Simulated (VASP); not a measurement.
# SnO (Cmce) in VASP: a series of runs

The runs below take SnO through single point, with LDA.

All numbers are computed with VASP 6.6.1; they aren't measurements. Logs are shortened: lines on timing, memory, paths and dates and some standing lists are left out, and cuts for length are marked.

## Step 1: The cell of the first run

Symmetry: Cmce, No. 64, orthorhombic system. Conventional cell: a = 5.474 Å, b = 5.476 Å, c = 10.222 Å, α = 90.00°, β = 90.00°, γ = 90.00°. Sn (site symmetry m) has 4 O at 2.25 to 2.26 Å within 3.0 Å. Within 3.0 Å of O (site symmetry 2) lie 4 Sn at 2.25 to 2.26 Å and 4 O at 2.74 Å.

## Step 2: Single point, LDA

Input file INCAR:

```
SYSTEM = SnO
ALGO = Normal
EDIFF = 1E-6
ENCUT = 520
ISIF = 2
ISMEAR = 0
LASPH = .TRUE.
LCHARG = .FALSE.
LREAL = .FALSE.
LWAVE = .FALSE.
NBANDS = 50
NELM = 60
PREC = Accurate
SIGMA = 0.01
```

Input file KPOINTS:

```
k-points
0
G
  6 6 2
  0 0 0
```

Input file POSCAR:

```
SnO
1.0
    2.7369120000     -2.7377960000      0.0000000000
    2.7369120000      2.7377960000      0.0000000000
    0.0000000000      0.0000000000     10.2219600000
Sn O
4 4
Direct
    0.7365470000      0.2634530000      0.8638580000
    0.2634530000      0.7365470000      0.1361420000
    0.7634530000      0.2365470000      0.3638580000
    0.2365470000      0.7634530000      0.6361420000
    0.2619440000      0.2380560000      0.2500000000
    0.7380560000      0.7619440000      0.7500000000
    0.2380560000      0.2619440000      0.7500000000
    0.7619440000      0.7380560000      0.2500000000
```

Potentials or basis: VASP PAW LDA potentials, release 64 (Sn_d, O).

Command:

```
$ cat potpaw_LDA.64/Sn_d/POTCAR potpaw_LDA.64/O/POTCAR > POTCAR
$ mpirun -np 1 vasp_std > vasp.out
```

OUTCAR:

```text
SYSTEM = SnO
   EDIFF = 1E-6
   ENCUT = 520
   ISIF = 2
   ISMEAR = 0
   LASPH = .TRUE.
   LREAL = .FALSE.
   NELM = 60
   PREC = Accurate

 ion  position               nearest neighbor table
   1  0.737  0.263  0.864-   6 2.25   7 2.25   7 2.26   6 2.26   4 3.59   4 3.59   4 3.59   4 3.59

   2  0.263  0.737  0.136-   5 2.25   8 2.25   5 2.26   8 2.26   3 3.59   3 3.59   3 3.59   3 3.59

   3  0.763  0.237  0.364-   5 2.25   8 2.25   8 2.26   5 2.26   2 3.59   2 3.59   2 3.59   2 3.59

   4  0.237  0.763  0.636-   6 2.25   7 2.25   6 2.26   7 2.26   1 3.59   1 3.59   1 3.59   1 3.59

   5  0.262  0.238  0.250-   2 2.25   3 2.25   3 2.26   2 2.26
   6  0.738  0.762  0.750-   1 2.25   4 2.25   1 2.26   4 2.26
   7  0.238  0.262  0.750-   1 2.25   4 2.25   4 2.26   1 2.26
   8  0.762  0.738  0.250-   2 2.25   3 2.25   2 2.26   3 2.26

  LATTYP: Found a base centered orthorhombic cell.
 ALAT       =     5.4738240000
 B/A-ratio  =     1.0003229918
 C/A-ratio  =     1.8674257704

  Lattice vectors:

 A1 = (   2.7369120000,  -2.7377960000,   0.0000000000)
 A2 = (   2.7369120000,   2.7377960000,   0.0000000000)
 A3 = (   0.0000000000,   0.0000000000,  10.2219600000)

Analysis of symmetry for initial positions (statically):
=====================================================================
 Subroutine PRICEL returns:
 Original cell was already a primitive cell.

 Routine SETGRP: Setting up the symmetry group for a
 base centered orthorhombic supercell.

 Subroutine GETGRP returns: Found  8 space group operations
 (whereof  4 operations were pure point group operations)
 out of a pool of  8 trial point group operations.

The static configuration has the point symmetry C_2h.
 The point group associated with its full space group is D_2h.

Analysis of symmetry for dynamics (positions and initial velocities):
=====================================================================
 Subroutine PRICEL returns:
 Original cell was already a primitive cell.

 Routine SETGRP: Setting up the symmetry group for a
 base centered orthorhombic supercell.

 Subroutine GETGRP returns: Found  8 space group operations
 (whereof  4 operations were pure point group operations)
 out of a pool of  8 trial point group operations.

The dynamic configuration has the point symmetry C_2h.
 The point group associated with its full space group is D_2h.

 Subroutine INISYM returns: Found  8 space group operations
 (whereof  4 operations are pure point group operations),
 and found     1 'primitive' translations

[... 108 lines left out ...]
   EDIFFG = 0.1E-04   stopping-criterion for IOM
   NSW    =      0    number of steps for IOM
   IBRION =     -1    ionic relax: 0-MD 1-quasi-New 2-CG
   NFREE  =      0    steps in history (QN), initial steepest desc. (CG)
   ISIF   =      2    stress and relaxation
   ISYM   =      2    0-nonsym 1-usesym 2-fastsym
   POTIM  = 0.5000    time-step for ionic-motion
   TEBEG  =    0.0;   TEEND  =   0.0 temperature during run
   PSTRESS=    0.0 pullay stress
   NELECT =      80.0000    total number of electrons
   NUPDOWN=      -1.0000    fix difference up-down
   EMIN   =  10.00;   EMAX   =-10.00  energy-range for DOS
   EFERMI =   0.00;   METHOD = LEGACY
   ISMEAR =     0;   SIGMA  =   0.01  broadening in eV -4-tet -1-fermi 0-gaus
   EFERMI_NEDOS =   21; number of points for ismear=-14 and -15
   IALGO  =     38    algorithm
   IMIX   =      4    mixing-type and parameters
     AMIX     =   0.40;   BMIX     =  1.00
     AMIX_MAG =   1.60;   BMIX_MAG =  1.00
  volume/ion in A,a.u.               =      19.15       129.22
  Fermi-wavevector in a.u.,A,eV,Ry     =   1.318346  2.491313 23.647424  1.738037
  Thomas-Fermi vector in A             =   2.448323
   LORBIT       =      0    0 simple, 1 ext, 2 COOP (PROOUT), +10 PAW based schemes
   GGA     = CA    functional components
   LHFCALC =     F    Hartree Fock is set to
   AEXX    =    0.0000 exact exchange contribution
   IVDW    =     0    specifies the selected vdW correction
   LEPSILON=     F    determine dielectric tensor
   LRPA    =     F    only Hartree local field effects (RPA)
 non-spin polarized calculation
 Gauss-broadening in eV      SIGMA  =   0.01
  energy-cutoff  :      520.00
  volume of cell :      153.19
 maximum number of plane-waves:      4172
 NGX is ok and might be reduce to    30
   NGX = 15   NGY = 15   NGZ = 39

 number of electron      80.0000000 magnetization

 Free energy of the ion-electron system (eV)
  ---------------------------------------------------
  ext. energy  EPLUGINS =         0.00000000
  ---------------------------------------------------
  free energy    TOTEN  =       -51.13845128 eV

  energy without entropy =      -51.13845128  energy(sigma->0) =      -51.13845128

 E-fermi :   5.7088     XC(G=0): -10.1872

 val. band max:        5.6397618475   @ k =   0.0000   0.0000   0.0000
 cond. band min:       6.2081147214   @ k =   0.5000   0.5000   0.0000
 fundamental gap:      0.5683528739
 Fermi energy:         5.7087826100

 k-point     1 :       0.0000    0.0000    0.0000
  band No.  band energies     occupation
      1     -15.8799      2.00000
      2     -15.8714      2.00000
      3     -15.5477      2.00000
      4     -15.5391      2.00000
      5     -15.5357      2.00000
      6     -15.5349      2.00000
[... 1261 lines left out ...]
     49      11.7188      0.00000
     50      11.7892      0.00000

 [... further k-points ...]
[... 5 lines left out ...]
  --------------------------------------------------------------------------------------
  -------------------------------------------------------------------------------------
  Total       -6.4589443     -6.4567688     -5.1849821      0.0000000     -0.0000000      0.0000000
  in kB      -67.5532167    -67.5304629    -54.2290197      0.0000000     -0.0000000      0.0000000
  external PRESSURE =     -63.1042331 kB  Pullay stress =       0.0000000 kB

 VOLUME and BASIS-vectors are now :
 -----------------------------------------------------------------------------
  energy-cutoff  :      520.00
  volume of cell :      153.19
      direct lattice vectors                 reciprocal lattice vectors
     2.736912000 -2.737796000  0.000000000     0.182687642 -0.182628655  0.000000000
     2.736912000  2.737796000  0.000000000     0.182687642  0.182628655  0.000000000
     0.000000000  0.000000000 10.221960000     0.000000000  0.000000000  0.097828596

 POSITION                                       TOTAL-FORCE (eV/Angst)
 -----------------------------------------------------------------------------------
      2.73691     -1.29523      8.83032         0.000000     -0.038737     -0.587403
      2.73691      1.29523      1.39164         0.000000      0.038737      0.587403
      2.73691     -1.44256      3.71934         0.000000      0.038737     -0.587403
      2.73691      1.44256      6.50262         0.000000     -0.038737      0.587403
      1.36846     -0.06540      2.55549         0.000000      0.001412      0.000000
      4.10537      0.06540      7.66647         0.000000     -0.001412      0.000000
      1.36846      0.06540      7.66647         0.000000     -0.001412      0.000000
      4.10537     -0.06540      2.55549         0.000000      0.001412      0.000000
 -----------------------------------------------------------------------------------
    total drift:                                0.000000     -0.000000      0.000000

  FREE ENERGIE OF THE ION-ELECTRON SYSTEM (eV)
  ---------------------------------------------------
  free  energy   TOTEN  =       -51.1384512798 eV

  energy  without entropy=      -51.1384512798  energy(sigma->0) =      -51.13845128
```

OSZICAR:

```text
N       E                     dE             d eps       ncg     rms          rms(c)
DAV:   1     0.105177614856E+04    0.10518E+04   -0.38114E+04  2828   0.239E+03
DAV:   2     0.162228679832E+03   -0.88955E+03   -0.84930E+03  2632   0.689E+02
DAV:   3    -0.396443229357E+02   -0.20187E+03   -0.19168E+03  2960   0.249E+02
DAV:   4    -0.578724429548E+02   -0.18228E+02   -0.17900E+02  3002   0.775E+01
DAV:   5    -0.585987491649E+02   -0.72631E+00   -0.72381E+00  2998   0.159E+01    0.160E+01
DAV:   6    -0.512928045089E+02    0.73059E+01   -0.30964E+01  4088   0.514E+01    0.708E+00
DAV:   7    -0.512650743260E+02    0.27730E-01   -0.49560E+00  2924   0.984E+00    0.377E+00
DAV:   8    -0.511841208268E+02    0.80953E-01   -0.10766E+00  3928   0.522E+00    0.132E+00
DAV:   9    -0.511371927718E+02    0.46928E-01   -0.14522E-01  3960   0.331E+00    0.377E-01
DAV:  10    -0.511407691974E+02   -0.35764E-02   -0.25806E-02  3578   0.125E+00    0.349E-01
DAV:  11    -0.511383600778E+02    0.24091E-02   -0.60260E-03  3674   0.660E-01    0.731E-02
DAV:  12    -0.511384582784E+02   -0.98201E-04   -0.18919E-03  3148   0.185E-01    0.468E-02
DAV:  13    -0.511384520907E+02    0.61876E-05   -0.73677E-05  3384   0.696E-02    0.293E-02
DAV:  14    -0.511384512798E+02    0.81096E-06   -0.40643E-06  2752   0.111E-02
   1 F= -.51138451E+02 E0= -.51138451E+02  d E =-.160283E-24
```

Run time: 4.9 min. Hardware: 1 thread of Intel Xeon 8259CL, shared host; peak memory 0.3 GiB.

Results:

* Free energy: -51.1385 eV
* Pressure: -6.3 GPa
* Largest force: 0.589 eV/Å
* Band gap on the k mesh: 0.57 eV

Forces on the atoms (eV/Å):
```
Sn   0.000 -0.039 -0.587
Sn   0.000  0.039  0.587
Sn   0.000  0.039 -0.587
Sn   0.000 -0.039  0.587
O    0.000  0.001  0.000
O    0.000 -0.001  0.000
O    0.000 -0.001  0.000
O    0.000  0.001  0.000
```

Caveat: the cell stands under tension; spin-orbit coupling is left out, which moves the levels of the heavy elements.

## Step 3: Single point, LDA

Input file INCAR:

```
ALGO     = Normal         # electronic algorithm
EDIFF    = 1E-7           # SCF threshold, eV
ENCUT    = 520            # plane-wave cutoff, eV
GGA      = CA             # functional
ISIF     = 2              # what is computed and relaxed
ISMEAR   = 0              # smearing method
LASPH    = True           # aspherical terms in the spheres
LCHARG   = False          # write CHGCAR
LREAL    = False          # projectors in reciprocal space
LWAVE    = False          # write WAVECAR
NBANDS   = 50             # bands
NELM     = 60             # most SCF steps
PREC     = Accurate       # precision mode
SIGMA    = 0.01           # smearing width, eV
```

Input file KPOINTS:

```
k-points
0
Gamma
  6 6 2
```

POSCAR is that of step 2.

Potentials or basis: VASP PAW LDA potentials, release 64 (Sn_d, O).

Command:

```
$ cat potpaw_LDA.64/Sn_d/POTCAR potpaw_LDA.64/O/POTCAR > POTCAR
$ mpirun -np 1 vasp_std > vasp.out
```

OUTCAR:

```text
EDIFF = 1E-7
   ENCUT = 520
   GGA = CA
   ISIF = 2
   ISMEAR = 0
   LASPH = True
   LREAL = False
   NELM = 60
   PREC = Accurate

 ion  position               nearest neighbor table
   1  0.737  0.263  0.864-   6 2.25   7 2.25   7 2.26   6 2.26   4 3.59   4 3.59   4 3.59   4 3.59

   2  0.263  0.737  0.136-   5 2.25   8 2.25   5 2.26   8 2.26   3 3.59   3 3.59   3 3.59   3 3.59

   3  0.763  0.237  0.364-   5 2.25   8 2.25   8 2.26   5 2.26   2 3.59   2 3.59   2 3.59   2 3.59

   4  0.237  0.763  0.636-   6 2.25   7 2.25   6 2.26   7 2.26   1 3.59   1 3.59   1 3.59   1 3.59

   5  0.262  0.238  0.250-   2 2.25   3 2.25   3 2.26   2 2.26
   6  0.738  0.762  0.750-   1 2.25   4 2.25   1 2.26   4 2.26
   7  0.238  0.262  0.750-   1 2.25   4 2.25   4 2.26   1 2.26
   8  0.762  0.738  0.250-   2 2.25   3 2.25   2 2.26   3 2.26

  LATTYP: Found a base centered orthorhombic cell.
 ALAT       =     5.4738240000
 B/A-ratio  =     1.0003229918
 C/A-ratio  =     1.8674257704

  Lattice vectors:

 A1 = (   2.7369120000,  -2.7377960000,   0.0000000000)
 A2 = (   2.7369120000,   2.7377960000,   0.0000000000)
 A3 = (   0.0000000000,   0.0000000000,  10.2219600000)

Analysis of symmetry for initial positions (statically):
=====================================================================
 Subroutine PRICEL returns:
 Original cell was already a primitive cell.

 Routine SETGRP: Setting up the symmetry group for a
 base centered orthorhombic supercell.

 Subroutine GETGRP returns: Found  8 space group operations
 (whereof  4 operations were pure point group operations)
 out of a pool of  8 trial point group operations.

The static configuration has the point symmetry C_2h.
 The point group associated with its full space group is D_2h.

Analysis of symmetry for dynamics (positions and initial velocities):
=====================================================================
[... 142 lines left out ...]
     AMIX     =   0.40;   BMIX     =  1.00
     AMIX_MAG =   1.60;   BMIX_MAG =  1.00
  volume/ion in A,a.u.               =      19.15       129.22
  Fermi-wavevector in a.u.,A,eV,Ry     =   1.318346  2.491313 23.647424  1.738037
  Thomas-Fermi vector in A             =   2.448323
   LORBIT       =      0    0 simple, 1 ext, 2 COOP (PROOUT), +10 PAW based schemes
   GGA     = CA    functional components
   LHFCALC =     F    Hartree Fock is set to
   AEXX    =    0.0000 exact exchange contribution
   IVDW    =     0    specifies the selected vdW correction
   LEPSILON=     F    determine dielectric tensor
   LRPA    =     F    only Hartree local field effects (RPA)
 non-spin polarized calculation
 Gauss-broadening in eV      SIGMA  =   0.01
  energy-cutoff  :      520.00
  volume of cell :      153.19
 maximum number of plane-waves:      4172
 NGX is ok and might be reduce to    30
   NGX = 15   NGY = 15   NGZ = 39

 number of electron      80.0000000 magnetization

 Free energy of the ion-electron system (eV)
  ---------------------------------------------------
  ext. energy  EPLUGINS =         0.00000000
  ---------------------------------------------------
  free energy    TOTEN  =       -51.13844935 eV

  energy without entropy =      -51.13844935  energy(sigma->0) =      -51.13844935

 E-fermi :   5.7032     XC(G=0): -10.1869

 val. band max:        5.6397328735   @ k =   0.0000   0.0000   0.0000
 cond. band min:       6.2081426453   @ k =   0.5000   0.5000   0.0000
 fundamental gap:      0.5684097718
 Fermi energy:         5.7031504943

 k-point     1 :       0.0000    0.0000    0.0000
  band No.  band energies     occupation
      1     -15.8791      2.00000
      2     -15.8706      2.00000
      3     -15.5469      2.00000
      4     -15.5382      2.00000
      5     -15.5348      2.00000
      6     -15.5340      2.00000
[... 1261 lines left out ...]
     49      11.7175      0.00000
     50      11.7473      0.00000

 [... further k-points ...]
[... 5 lines left out ...]
  --------------------------------------------------------------------------------------
  -------------------------------------------------------------------------------------
  Total       -6.4413688     -6.4391672     -5.1700361      0.0000000      0.0000000      0.0000000
  in kB      -67.3693967    -67.3463703    -54.0727014      0.0000000      0.0000000      0.0000000
  external PRESSURE =     -62.9294895 kB  Pullay stress =       0.0000000 kB

 VOLUME and BASIS-vectors are now :
 -----------------------------------------------------------------------------
  energy-cutoff  :      520.00
  volume of cell :      153.19
      direct lattice vectors                 reciprocal lattice vectors
     2.736912000 -2.737796000  0.000000000     0.182687642 -0.182628655  0.000000000
     2.736912000  2.737796000  0.000000000     0.182687642  0.182628655  0.000000000
     0.000000000  0.000000000 10.221960000     0.000000000  0.000000000  0.097828596

 POSITION                                       TOTAL-FORCE (eV/Angst)
 -----------------------------------------------------------------------------------
      2.73691     -1.29523      8.83032         0.000000     -0.038726     -0.588014
      2.73691      1.29523      1.39164         0.000000      0.038726      0.588014
      2.73691     -1.44256      3.71934         0.000000      0.038726     -0.588014
      2.73691      1.44256      6.50262         0.000000     -0.038726      0.588014
      1.36846     -0.06540      2.55549         0.000000      0.001437      0.000000
      4.10537      0.06540      7.66647         0.000000     -0.001437      0.000000
      1.36846      0.06540      7.66647         0.000000     -0.001437      0.000000
      4.10537     -0.06540      2.55549         0.000000      0.001437      0.000000
 -----------------------------------------------------------------------------------
    total drift:                                0.000000     -0.000000      0.000000

  FREE ENERGIE OF THE ION-ELECTRON SYSTEM (eV)
  ---------------------------------------------------
  free  energy   TOTEN  =       -51.1384493504 eV

  energy  without entropy=      -51.1384493504  energy(sigma->0) =      -51.13844935
```

OSZICAR:

```text
N       E                     dE             d eps       ncg     rms          rms(c)
DAV:   1     0.105177614856E+04    0.10518E+04   -0.38114E+04  2828   0.239E+03
DAV:   2     0.162228679832E+03   -0.88955E+03   -0.84930E+03  2632   0.689E+02
DAV:   3    -0.396443229357E+02   -0.20187E+03   -0.19168E+03  2960   0.249E+02
DAV:   4    -0.578724429548E+02   -0.18228E+02   -0.17900E+02  3002   0.775E+01
DAV:   5    -0.585987491649E+02   -0.72631E+00   -0.72381E+00  2998   0.159E+01    0.160E+01
DAV:   6    -0.512928045089E+02    0.73059E+01   -0.30964E+01  4088   0.514E+01    0.708E+00
DAV:   7    -0.512650743260E+02    0.27730E-01   -0.49560E+00  2924   0.984E+00    0.377E+00
DAV:   8    -0.511841208268E+02    0.80953E-01   -0.10766E+00  3928   0.522E+00    0.132E+00
DAV:   9    -0.511371927718E+02    0.46928E-01   -0.14522E-01  3960   0.331E+00    0.377E-01
DAV:  10    -0.511407691974E+02   -0.35764E-02   -0.25806E-02  3578   0.125E+00    0.349E-01
DAV:  11    -0.511383600778E+02    0.24091E-02   -0.60260E-03  3674   0.660E-01    0.731E-02
DAV:  12    -0.511384582784E+02   -0.98201E-04   -0.18919E-03  3148   0.185E-01    0.468E-02
DAV:  13    -0.511384520910E+02    0.61874E-05   -0.73679E-05  3392   0.696E-02    0.293E-02
DAV:  14    -0.511384512857E+02    0.80530E-06   -0.41228E-06  3008   0.111E-02    0.187E-02
DAV:  15    -0.511384494029E+02    0.18828E-05   -0.56930E-06  3358   0.167E-02    0.349E-03
DAV:  16    -0.511384495609E+02   -0.15797E-06   -0.31935E-07  2490   0.523E-03    0.351E-03
DAV:  17    -0.511384493877E+02    0.17314E-06   -0.17486E-07  1960   0.299E-03    0.178E-03
DAV:  18    -0.511384493504E+02    0.37329E-07   -0.25660E-07  2200   0.311E-03
   1 F= -.51138449E+02 E0= -.51138449E+02  d E =-.267707E-21
```

stdout:

```text
POSCAR found type information on POSCAR SnO
 POSCAR found :  2 types and       8 ions
 scaLAPACK will be used
 LDA part: xc-table for (Slater(with rela. corr.)+CA(PZ))
 , standard interpolation
 POSCAR, INCAR and KPOINTS ok, starting setup
 FFT: planning ... GRIDC
 FFT: planning ... GRID_SOFT
 FFT: planning ... GRID
 WAVECAR not read
 entering main loop
```

Run time: 6.2 min. Hardware: 1 thread of Intel Xeon 8259CL, shared host; peak memory 0.3 GiB.

Results:

```
Free energy            : -51.1384 eV
Pressure               : -6.3 GPa
Largest force          : 0.589 eV/Å
Band gap on the k mesh : 0.57 eV
```

Forces on the atoms (eV/Å):
```
Sn   0.000 -0.039 -0.588
Sn   0.000  0.039  0.588
Sn   0.000  0.039 -0.588
Sn   0.000 -0.039  0.588
O    0.000  0.001  0.000
O    0.000 -0.001  0.000
O    0.000 -0.001  0.000
O    0.000  0.001  0.000
```

Stress tensor (GPa, compression positive):
```
-6.74  0.00  0.00
 0.00 -6.73  0.00
 0.00  0.00 -5.41
```

Caveat: the cell stands under tension; spin-orbit coupling is left out, which moves the levels of the heavy elements. A k mesh can miss the band edges.
